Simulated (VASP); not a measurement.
# MgSe: single point with PBE

MgSe:

```
Mg Se
1.0
     0.00000    2.73628    2.73628
     2.73628    0.00000    2.73628
     2.73628    2.73628    0.00000
Mg Se
1 1
Direct
  0.00000 0.00000 0.00000
  0.50000 0.50000 0.50000
```

- Program: VASP 6.6.1
- Task: single point
- Functional: PBE
- Potentials or basis: VASP PAW PBE potentials, release 64 (Mg, Se)
- Cutoff: 600 eV
- k mesh: 8 × 8 × 8
- Occupations: fermi-dirac, width 0.02 eV
- Spin: no spin polarisation

The pressure is 1.1 GPa. The band gap on the k mesh is 1.78 eV (least direct gap 2.52 eV).

Levels at points of the mesh, in eV from the valence-band top:
```tsv
k point	band 1	band 2	band 3	band 4	band 5	band 6	band 7	band 8
(0.00, 0.00, 0.00)	-12.88	0.00	0.00	0.00	2.52	7.42	7.42	7.42
(0.50, 0.00, 0.00)	-11.79	-4.89	-0.57	-0.57	3.81	6.08	6.08	8.54
(0.50, 0.50, 0.00)	-11.47	-4.20	-1.76	-1.76	1.78	3.99	11.63	12.07
```

Wall time 19 s on 1 thread of AMD EPYC 7R43 64-Core Processor (Zen 3) (shared host), peak memory 0.14 GiB.

A k mesh can miss the band edges. Expect the measured gap to be larger: semilocal functionals such as PBE lack the derivative discontinuity.
